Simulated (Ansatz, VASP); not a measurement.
**One calculation of InSb, two programs**

```xyz
2
Lattice="0.0000 3.2270 3.2270 3.2270 0.0000 3.2270 3.2270 3.2270 0.0000" Properties=species:S:1:pos:R:3 pbc="T T T"
In    0.0000    0.0000    0.0000
Sb    1.6135    1.6135    1.6135
```

Alike in both runs: task single point; functional PBEsol; k mesh 12 × 12 × 12; occupations gaussian, width 0.1 eV; no spin polarisation.

```csv
,VASP,Ansatz
version,VASP 6.6.1,Ansatz 0.2.0
potentials or method,"VASP PAW PBE potentials, release 64 (In_d, Sb), cutoff 520 eV","scalar-relativistic, plane waves, PAW"
valence electrons in the cell,18,28
```

|  | VASP | Ansatz | Ansatz less VASP |
| --- | --- | --- | --- |
| gap on the k mesh at the Fermi level (eV) | none | none | - |
| pressure (GPa) | 1.4 | 1.4 | -0.02 |

VASP's potentials were made for PBE, not for PBEsol. A gap of «none» marks a metal or a gap that the smearing closes. VASP's potentials hold 18 valence electrons a cell and Ansatz's 28, so a difference there can come from the potentials and not from the codes.

Neither program's run includes spin-orbit coupling.
